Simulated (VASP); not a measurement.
# SiMo3 (P4_2/mmc) in VASP: single point with PBE

Aim: the single point of SiMo3 with PBE.

Everything below comes from runs of VASP 6.6.1. Logs are shortened: lines on timing, memory, paths and dates and some standing lists are left out, and cuts for length are marked.

## (1) The cell of the first run

It takes space group P4_2/mmc (No. 131, tetragonal). Conventional cell: a = 5.201 Å, b = 5.201 Å, c = 4.906 Å, α = 90.00°, β = 90.00°, γ = 90.00°. Si (site symmetry mmm) has 12 Mo at 2.78 to 2.91 Å within 3.7 Å. Within 3.4 Å of Mo (site symmetry m2m) lie 10 Mo at 2.60 to 3.16 Å and 4 Si at 2.78 to 2.91 Å. Mo (site symmetry -4m2) has 10 Mo at 2.45 to 3.16 Å and 4 Si at 2.88 Å within 3.2 Å.

## (2) Single point, PBE (strain +0.0600 x Voigt [1, 1, 0, 0, 0, 0])

Input file INCAR:

```
PREC = Accurate
ENCUT = 520
EDIFF = 1E-6
ISMEAR = 0
SIGMA = 0.15
LREAL = F
LASPH = T
NELM = 60
ALGO = Fast
ISIF = 2
LWAVE = F
LCHARG = T
GGA = PE
LELF = T
LVHAR = T
NBANDS = 56
```

Input file KPOINTS:

```
Automatic mesh
0
Gamma
  8 8 8
```

Input file POSCAR:

```
SiMo3
1.0
    5.2008407282      0.0000000000      0.0000000000
    0.0000000000      5.2008407282      0.0000000000
    0.0000000000      0.0000000000      4.9064535172
Si Mo
2 6
Direct
    0.0000000000      0.0000000000      0.0000000000
    0.5000000000      0.5000000000      0.5000000000
    0.2500000000      0.0000000000      0.5000000000
    0.5000000000      0.7500000000      0.0000000000
    0.7500000000      0.0000000000      0.5000000000
    0.5000000000      0.2500000000      0.0000000000
    0.0000000000      0.5000000000      0.7500000000
    0.0000000000      0.5000000000      0.2500000000
```

Potentials or basis: VASP PAW PBE potentials, release 64 (Si, Mo_sv).

Run with:

```console
cat potpaw_PBE.64/Si/POTCAR potpaw_PBE.64/Mo_sv/POTCAR > POTCAR
mpirun -np 1 vasp_std > vasp.out
```

OUTCAR:

```text
PREC = Accurate
   ENCUT = 520
   EDIFF = 1E-6
   ISMEAR = 0
   LREAL = F
   LASPH = T
   NELM = 60
   ISIF = 2
   GGA = PE

 ion  position               nearest neighbor table
   1  0.000  0.000  0.000-   3 2.78   5 2.78   3 2.78   5 2.78   7 2.88   8 2.88   7 2.88   8 2.88
                             4 2.91   6 2.91   4 2.91   6 2.91
   2  0.500  0.500  0.500-   4 2.78   6 2.78   4 2.78   6 2.78   7 2.88   8 2.88   7 2.88   8 2.88
                             3 2.91   5 2.91   5 2.91   3 2.91
   3  0.250  0.000  0.500-   5 2.60   5 2.60   1 2.78   1 2.78   2 2.91   2 2.91   4 3.07   6 3.07
                             6 3.07   4 3.07   8 3.16   7 3.16   8 3.16   7 3.16
   4  0.500  0.750  0.000-   6 2.60   6 2.60   2 2.78   2 2.78   1 2.91   1 2.91   3 3.07   5 3.07
                             3 3.07   5 3.07   8 3.16   7 3.16   7 3.16   8 3.16
   5  0.750  0.000  0.500-   3 2.60   3 2.60   1 2.78   1 2.78   2 2.91   2 2.91   4 3.07   6 3.07
                             6 3.07   4 3.07   8 3.16   7 3.16   8 3.16   7 3.16
   6  0.500  0.250  0.000-   4 2.60   4 2.60   2 2.78   2 2.78   1 2.91   1 2.91   3 3.07   5 3.07
                             5 3.07   3 3.07   8 3.16   7 3.16   7 3.16   8 3.16
   7  0.000  0.500  0.750-   8 2.45   8 2.45   1 2.88   2 2.88   1 2.88   2 2.88   3 3.16   4 3.16
                             5 3.16   3 3.16   5 3.16   6 3.16   4 3.16   6 3.16
   8  0.000  0.500  0.250-   7 2.45   7 2.45   1 2.88   2 2.88   1 2.88   2 2.88   3 3.16   4 3.16
                             5 3.16   3 3.16   5 3.16   6 3.16   4 3.16   6 3.16

  LATTYP: Found a simple tetragonal cell.
 ALAT       =     5.2008407282
 C/A-ratio  =     0.9433962264

  Lattice vectors:

 A1 = (   5.2008407282,   0.0000000000,   0.0000000000)
 A2 = (   0.0000000000,   5.2008407282,   0.0000000000)
 A3 = (   0.0000000000,   0.0000000000,   4.9064535172)

Analysis of symmetry for initial positions (statically):
=====================================================================
 Subroutine PRICEL returns:
 Original cell was already a primitive cell.

 Routine SETGRP: Setting up the symmetry group for a
 simple tetragonal supercell.

 Subroutine GETGRP returns: Found 16 space group operations
 (whereof  8 operations were pure point group operations)
 out of a pool of 16 trial point group operations.

The static configuration has the point symmetry D_2h.
 The point group associated with its full space group is D_4h.

Analysis of symmetry for dynamics (positions and initial velocities):
=====================================================================
 Subroutine PRICEL returns:
 Original cell was already a primitive cell.

 Routine SETGRP: Setting up the symmetry group for a
 simple tetragonal supercell.

 Subroutine GETGRP returns: Found 16 space group operations
 (whereof  8 operations were pure point group operations)
 out of a pool of 16 trial point group operations.

The dynamic configuration has the point symmetry D_2h.
 The point group associated with its full space group is D_4h.

 Subroutine INISYM returns: Found 16 space group operations
 (whereof  8 operations are pure point group operations),
 and found     1 'primitive' translations

----------------------------------------------------------------------------------------

                                     Primitive cell

  volume of cell :     132.7134

  direct lattice vectors                    reciprocal lattice vectors
     5.200840728  0.000000000  0.000000000     0.192276605  0.000000000  0.000000000
     0.000000000  5.200840728  0.000000000     0.000000000  0.192276605  0.000000000
     0.000000000  0.000000000  4.906453517     0.000000000  0.000000000  0.203813202

  length of vectors
     5.200840728  5.200840728  4.906453517     0.192276605  0.192276605  0.203813202

  position of ions in fractional coordinates (direct lattice)
     0.000000000  0.000000000  0.000000000
     0.500000000  0.500000000  0.500000000
     0.250000000  0.000000000  0.500000000
     0.500000000  0.750000000  0.000000000
     0.750000000  0.000000000  0.500000000
     0.500000000  0.250000000  0.000000000
     0.000000000  0.500000000  0.750000000
     0.000000000  0.500000000  0.250000000

  ion indices of the primitive-cell ions
   primitive index   ion index
                 1           1
                 2           2
                 3           3
                 4           4
                 5           5
                 6           6
                 7           7
                 8           8

----------------------------------------------------------------------------------------

 KPOINTS: Automatic mesh

Automatic generation of k-mesh.
 Grid dimensions read from file:
 generate k-points for:    8    8    8

 Generating k-lattice:

  Cartesian coordinates                     Fractional coordinates (reciprocal lattice)
     0.024034576  0.000000000  0.000000000     0.125000000  0.000000000  0.000000000
     0.000000000  0.024034576  0.000000000     0.000000000  0.125000000  0.000000000
     0.000000000  0.000000000  0.025476650     0.000000000  0.000000000  0.125000000

  Length of vectors
     0.024034576  0.024034576  0.025476650

  Shift w.r.t. Gamma in fractional coordinates (k-lattice)
     0.000000000  0.000000000  0.000000000

 Subroutine IBZKPT returns following result:
 ===========================================

 Found     75 irreducible k-points:

 Following reciprocal coordinates:
            Coordinates               Weight
  0.000000  0.000000  0.000000      1.000000
  0.125000  0.000000  0.000000      4.000000
  0.250000  0.000000  0.000000      4.000000
  0.375000  0.000000  0.000000      4.000000
  0.500000  0.000000  0.000000      2.000000
  0.125000  0.125000  0.000000      4.000000
[... 16 lines left out ...]
  0.375000  0.125000  0.125000     16.000000
  0.500000  0.125000  0.125000      8.000000
 [... further k-points ...]
   k-points           NKPTS =     75   k-points in BZ     NKDIM =     75   number of bands    NBANDS=     56
   number of dos      NEDOS =    301   number of ions     NIONS =      8
   total plane-waves  NPLWV =  57600
   dimension x,y,z NGX =    40 NGY =   40 NGZ =   36
   dimension x,y,z NGXF=    80 NGYF=   80 NGZF=   72
   ions per type =               2   6
   NGX,Y,Z   is equivalent  to a cutoff of  12.79, 12.79, 12.20 a.u.
   NGXF,Y,Z  is equivalent  to a cutoff of  25.57, 25.57, 24.40 a.u.
 SYSTEM =  unknown system
   PREC   = accura    normal or accurate (medium, high low for compatibility)
   ISTART =      0    job   : 0-new  1-cont  2-samecut
   ICHARG =      2    charge: 1-file 2-atom 10-const
   ISPIN  =      1    spin polarized calculation?
   LNONCOLLINEAR =      F non collinear calculations
   LSORBIT =      F    spin-orbit coupling
   LASPH  =      T    aspherical Exc in radial PAW
   ENCUT  =  520.0 eV  38.22 Ry    6.18 a.u.   9.67  9.67  9.12*2*pi/ulx,y,z
   NELM   =     60;   NELMIN=  2; NELMDL= -5     # of ELM steps
   EDIFF  = 0.1E-05   stopping-criterion for ELM
   LREAL  =      F    real-space projection
   EDIFFG = 0.1E-04   stopping-criterion for IOM
   NSW    =      0    number of steps for IOM
   IBRION =     -1    ionic relax: 0-MD 1-quasi-New 2-CG
   NFREE  =      0    steps in history (QN), initial steepest desc. (CG)
   ISIF   =      2    stress and relaxation
   ISYM   =      2    0-nonsym 1-usesym 2-fastsym
   POTIM  = 0.5000    time-step for ionic-motion
   TEBEG  =    0.0;   TEEND  =   0.0 temperature during run
   PSTRESS=    0.0 pullay stress
   NELECT =      92.0000    total number of electrons
   NUPDOWN=      -1.0000    fix difference up-down
   EMIN   =  10.00;   EMAX   =-10.00  energy-range for DOS
   EFERMI =   0.00;   METHOD = LEGACY
   ISMEAR =     0;   SIGMA  =   0.15  broadening in eV -4-tet -1-fermi 0-gaus
   EFERMI_NEDOS =   21; number of points for ismear=-14 and -15
   IALGO  =     68    algorithm
   IMIX   =      4    mixing-type and parameters
     AMIX     =   0.40;   BMIX     =  1.00
     AMIX_MAG =   1.60;   BMIX_MAG =  1.00
  volume/ion in A,a.u.               =      16.59       111.95
  Fermi-wavevector in a.u.,A,eV,Ry     =   1.448880  2.737987 28.562086  2.099254
  Thomas-Fermi vector in A             =   2.566671
   LORBIT       =      0    0 simple, 1 ext, 2 COOP (PROOUT), +10 PAW based schemes
   GGA     = PE    functional components
   LHFCALC =     F    Hartree Fock is set to
   AEXX    =    0.0000 exact exchange contribution
   IVDW    =     0    specifies the selected vdW correction
   LEPSILON=     F    determine dielectric tensor
   LRPA    =     F    only Hartree local field effects (RPA)
 non-spin polarized calculation
 RMM-DIIS sequential band-by-band and
 Gauss-broadening in eV      SIGMA  =   0.15
  energy-cutoff  :      520.00
  volume of cell :      132.71
 maximum number of plane-waves:      3631
 NGX is ok and might be reduce to    40
   NGX = 19   NGY = 19   NGZ = 19

 number of electron      91.9999974 magnetization

 Free energy of the ion-electron system (eV)
  ---------------------------------------------------
  ext. energy  EPLUGINS =         0.00000000
  ---------------------------------------------------
  free energy    TOTEN  =       -77.70735993 eV

  energy without entropy =      -77.65238712  energy(sigma->0) =      -77.67987353

 E-fermi :  10.8404     XC(G=0): -12.4399

 val. band max:       10.8403007274   @ k =   0.2500   0.1250   0.1250
 cond. band min:      10.8403770839   @ k =   0.2500   0.1250   0.2500
 fundamental gap:      0.0000763565
 Fermi energy:        10.8403707013

 k-point     1 :       0.0000    0.0000    0.0000
  band No.  band energies     occupation
      1     -50.4541      2.00000
      2     -50.3614      2.00000
      3     -50.3147      2.00000
      4     -50.1523      2.00000
      5     -50.1523      2.00000
      6     -50.0959      2.00000
[... 1405 lines left out ...]
     55      12.9795      0.00000
     56      13.3338      0.00000

 [... further k-points ...]

------------------------ aborting loop because EDIFF is reached ----------------------------------------

  FORCE on cell =-STRESS in cart. coord.  units (eV):
  Direction    XX          YY          ZZ          XY          YZ          ZX
  --------------------------------------------------------------------------------------
  -------------------------------------------------------------------------------------
  Total      -21.3645526    -21.3645526    -10.3714223      0.0000000      0.0000000      0.0000000
  in kB     -257.9227132   -257.9227132   -125.2085834      0.0000000      0.0000000      0.0000000
  external PRESSURE =    -213.6846699 kB  Pullay stress =       0.0000000 kB

 VOLUME and BASIS-vectors are now :
 -----------------------------------------------------------------------------
  energy-cutoff  :      520.00
  volume of cell :      132.71
      direct lattice vectors                 reciprocal lattice vectors
     5.200840728  0.000000000  0.000000000     0.192276605  0.000000000  0.000000000
     0.000000000  5.200840728  0.000000000     0.000000000  0.192276605  0.000000000
     0.000000000  0.000000000  4.906453517     0.000000000  0.000000000  0.203813202

 POSITION                                       TOTAL-FORCE (eV/Angst)
 -----------------------------------------------------------------------------------
      0.00000      0.00000      0.00000        -0.000000      0.000000     -0.000000
      2.60042      2.60042      2.45323        -0.000000      0.000000     -0.000000
      1.30021      0.00000      2.45323        -0.080660      0.000000     -0.000000
      2.60042      3.90063      0.00000        -0.000000     -0.080660      0.000000
      3.90063      0.00000      2.45323         0.080660     -0.000000     -0.000000
      2.60042      1.30021      0.00000        -0.000000      0.080660     -0.000000
      0.00000      2.60042      3.67984        -0.000000      0.000000      0.000000
      0.00000      2.60042      1.22661        -0.000000      0.000000      0.000000
 -----------------------------------------------------------------------------------
    total drift:                                0.000000     -0.000000      0.000000

  FREE ENERGIE OF THE ION-ELECTRON SYSTEM (eV)
  ---------------------------------------------------
  free  energy   TOTEN  =       -77.7073599295 eV

  energy  without entropy=      -77.6523871228  energy(sigma->0) =      -77.67987353
```

Run time: 10 min. Hardware: 1 thread of Oxide Virtual Turin-like, shared host; peak memory 0.47 GiB.

What came out:

| Quantity | Value |
| --- | --- |
| Free energy | -77.7074 eV |
| Pressure | -21.4 GPa |
| Largest force | 0.081 eV/Å |
| Band gap on the k mesh | zero (bands 46 and 47 overlap by 1.87 eV) |

Forces in eV/Å, atoms in the order of the input:
```
Si   0.000  0.000  0.000
Si   0.000  0.000  0.000
Mo  -0.081  0.000  0.000
Mo   0.000 -0.081  0.000
Mo   0.081  0.000  0.000
Mo   0.000  0.081  0.000
Mo   0.000  0.000  0.000
Mo   0.000  0.000  0.000
```

Caveat: the cell differs from its parent crystal (strain +0.0600 x Voigt [1, 1, 0, 0, 0, 0]); the stress differs along the axes, from -26 to -13 GPa.
